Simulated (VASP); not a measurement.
Here is a VASP 6.6.1 calculation.

Contents of INCAR:

```
PREC = Accurate
ENCUT = 500
EDIFF = 1E-6
ISMEAR = 0
SIGMA = 0.01
LREAL = False
LASPH = True
NELM = 120
ALGO = Normal
ISIF = 2
LWAVE = False
LCHARG = False
GGA = PS
NBANDS = 26
GGA_COMPAT = False
```

The input KPOINTS:

```
regular mesh
0
Gamma
  9 9 6
```

Contents of POSCAR:

```
SiGe
1.0
    3.8420878787      0.0000000000      0.0000000000
   -1.9210439394      3.3273457065      0.0000000000
    0.0000000000      0.0000000000      6.4743119853
Si Ge
2 2
Direct
    0.3333333333      0.6666666667      0.0013359029
    0.6666666667      0.3333333333      0.5013359029
    0.3333333333      0.6666666667      0.3726640971
    0.6666666667      0.3333333333      0.8726640971
```

Potentials or basis: VASP PAW PBE potentials, release 64 (Si, Ge_d).

Command:

```bash
$ cat potpaw_PBE.64/Si/POTCAR potpaw_PBE.64/Ge_d/POTCAR > POTCAR
$ mpirun -np 1 vasp_std > vasp.out
```

(1) Estimate the pressure.

(2) Predict the band gap on the k mesh.

## Answers

(1) 2.1 GPa.

(2) 0.31 eV (least direct gap 0.67 eV).

Caveat: the PAW data sets were made with another functional, which shifts forces and pressure a little; an odd mesh through Γ misses points on the zone boundary, where band edges can lie.
